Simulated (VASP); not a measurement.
Input of a VASP 6.6.1 run:

Contents of INCAR:

```
PREC = Accurate
ENCUT = 520
EDIFF = 1E-7
ISMEAR = -1
SIGMA = 0.02
LREAL = F
LASPH = T
NELM = 60
ALGO = Normal
ISIF = 2
LWAVE = F
LCHARG = F
GGA = PE
NBANDS = 96
KPAR = 4
```

File KPOINTS:

```
Automatic mesh
0
Gamma
  8 8 7
```

POSCAR

```
Ge
1.0
    5.9300000000      0.0000000000      0.0000000000
    0.0000000000      5.9300000000      0.0000000000
    0.0000000000      0.0000000000      6.9102000000
Ge
12
Direct
    0.0907267392      0.0907267392      0.0000000000
    0.4092732608      0.5907267392      0.7500000000
    0.9092732608      0.9092732608      0.5000000000
    0.5907267392      0.4092732608      0.2500000000
    0.1735440591      0.3690766748      0.2619097006
    0.1309233252      0.6735440591      0.0119097006
    0.8264559409      0.6309233252      0.7619097006
    0.8690766748      0.3264559409      0.5119097006
    0.6735440591      0.1309233252     -0.0119097006
    0.6309233252      0.8264559409      0.2380902994
    0.3264559409      0.8690766748      0.4880902994
    0.3690766748      0.1735440591      0.7380902994
```

Potentials or basis: VASP PAW PBE potentials, release 64 (Ge_d).

Command:

```bash
$ cat potpaw_PBE.64/Ge_d/POTCAR > POTCAR
$ mpirun -np 4 vasp_std > vasp.out
```

Task: Estimate the pressure.

Result: 3.6 GPa.

Task: Estimate the largest force.

Result: 0.012 eV/Å.

Task: What does it give for the band gap on the k mesh?

Result: 0.53 eV.

Forces on the atoms (eV/Å):
```
Ge  -0.002 -0.002  0.000
Ge   0.002 -0.002  0.000
Ge   0.002  0.002  0.000
Ge  -0.002  0.002  0.000
Ge   0.010 -0.005  0.002
Ge   0.005  0.010  0.002
Ge  -0.010  0.005  0.002
Ge  -0.005 -0.010  0.002
Ge   0.010  0.005 -0.002
Ge   0.005 -0.010 -0.002
Ge  -0.010 -0.005 -0.002
Ge  -0.005  0.010 -0.002
```

Caveat: the cell differs from its parent crystal (z stretched by -1 %, then relaxed in part); the cell stands under pressure. A k mesh can miss the band edges.
